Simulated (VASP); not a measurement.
Y: single point with PBEsol

Crystal: Y.

```
Y
1.0
     0.00000    3.41290    3.41290
     3.41290    0.00000    3.41290
     3.41290    3.41290    0.00000
Y
2
Direct
  0.87500 0.87500 0.87500
  0.12500 0.12500 0.12500
```

This isn't the form of Y at room conditions, which is hcp.

```json
{
 "Program": "VASP 6.6.1",
 "Task": "single point",
 "Functional": "PBEsol",
 "Potentials or basis": "VASP PAW PBE potentials, release 64 (Y_sv)",
 "Cutoff": "520 eV",
 "k mesh": "10 × 10 × 10",
 "Occupations": "fermi-dirac, width 0.08 eV",
 "Spin": "no spin polarisation",
 "Dipole correction": "no",
 "Further INCAR settings": "ALGO = Normal; EDIFF = 1e-06; NBANDS = 18"
}
```

```json
{
  "Pressure": "0.0 GPa",
  "Band gap on the k mesh": "zero (bands 11 and 12 overlap by 0.63 eV)"
}
```

Levels at points of the mesh, in eV from the Fermi level:
```csv
k point,band 8,band 9,band 10,band 11,band 12,band 13,band 14,band 15
"(0.00, 0.00, 0.00)",-22.62,-3.73,-0.10,-0.10,0.54,0.54,0.54,2.21
"(0.50, 0.00, 0.00)",-22.52,-1.63,-0.69,-0.09,-0.09,0.53,0.53,0.76
"(0.50, 0.50, 0.00)",-22.42,-1.11,-1.11,0.11,0.11,0.63,0.63,2.14
```

Run time: 50 s on 1 thread of Intel(R) Xeon(R) Platinum 8259CL CPU @ 2.50GHz (Skylake/Cascade Lake) (shared host), peak memory 0.24 GiB.

Caveat: the PAW data sets were made with another functional, which shifts forces and pressure a little.
